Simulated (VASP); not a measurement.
Runs of VASP 6.6.1 on Li2O. The structure is that of space group Fm-3m (No. 225), or close to it. The cells are those of the table. 

```tsv
level	potentials or basis	cell	k mesh	smearing	gap on the mesh (eV)	pressure (GPa)
PBE	VASP PAW PBE potentials, release 64 (Li_sv, O)	a = 3.252 Å, angles 60.0°, 3 atoms	8 × 8 × 8	gaussian 0.02 eV	5.00	1.1
PBEsol	VASP PAW PBE potentials, release 64 (Li_sv, O)	a = 3.293 Å, angles 60.0°, 3 atoms	8 × 8 × 8	gaussian 0.02 eV	4.78	-3.7
PBE	VASP PAW PBE potentials, release 64 (Li_sv, O)	a = 3.211 Å, angles 60.0°, 3 atoms	8 × 8 × 8	gaussian 0.02 eV	5.08	4.7
PBE	VASP PAW PBE potentials, release 64 (Li_sv, O)	a = 3.205 Å, angles 60.0°, 3 atoms	8 × 8 × 8	gaussian 0.02 eV	5.09	(b)
LDA	VASP PAW LDA potentials, release 64 (Li_sv, O)	a = 3.284 Å, angles 60.0°, 3 atoms	8 × 8 × 8	gaussian 0.02 eV	4.77	-7.9
PBE	VASP PAW PBE potentials, release 64 (Li_sv, O)	a = 3.189 Å, angles 60.0°, 3 atoms	8 × 8 × 8	gaussian 0.02 eV	5.12	6.8
PBE	VASP PAW PBE potentials, release 64 (Li_sv, O)	a = 3.149 Å, angles 60.0°, 3 atoms	8 × 8 × 8	gaussian 0.02 eV	5.19	11.2
PBE	VASP PAW PBE potentials, release 64 (Li_sv, O)	a = 3.266 Å, angles 60.0°, 3 atoms	8 × 8 × 8	gaussian 0.02 eV	4.98	0.0
LDA	VASP PAW LDA potentials, release 64 (Li_sv, O)	a = 3.172 Å, angles 60.0°, 3 atoms	8 × 8 × 8	gaussian 0.02 eV	4.96	0.3
PBE	VASP PAW PBE potentials, release 64 (Li_sv, O)	a = 3.266 Å, angles 60.0°, 3 atoms	6 × 6 × 6	gaussian 0.1 eV	4.98	0.0
PBE	VASP PAW PBE potentials, release 64 (Li_sv, O)	a = 3.229 Å, angles 60.0°, 3 atoms	8 × 8 × 8	gaussian 0.02 eV	5.04	(a)
PBE	VASP PAW PBE potentials, release 64 (Li_sv, O)	a = 3.177 Å, angles 60.0°, 3 atoms	8 × 8 × 8	gaussian 0.02 eV	5.14	8.0
```

Alike in all rows: task single point; no spin polarisation; cutoff (eV) 750.

Task: Estimate the missing entries.

Result: (a) 3.0; (b) 5.2.

Caveats: the cell stands under pressure (at least some runs); the cell stands under tension (at least some runs); the PAW data sets were made with another functional, which shifts forces and pressure a little (at least some runs).

A k mesh can miss the band edges.
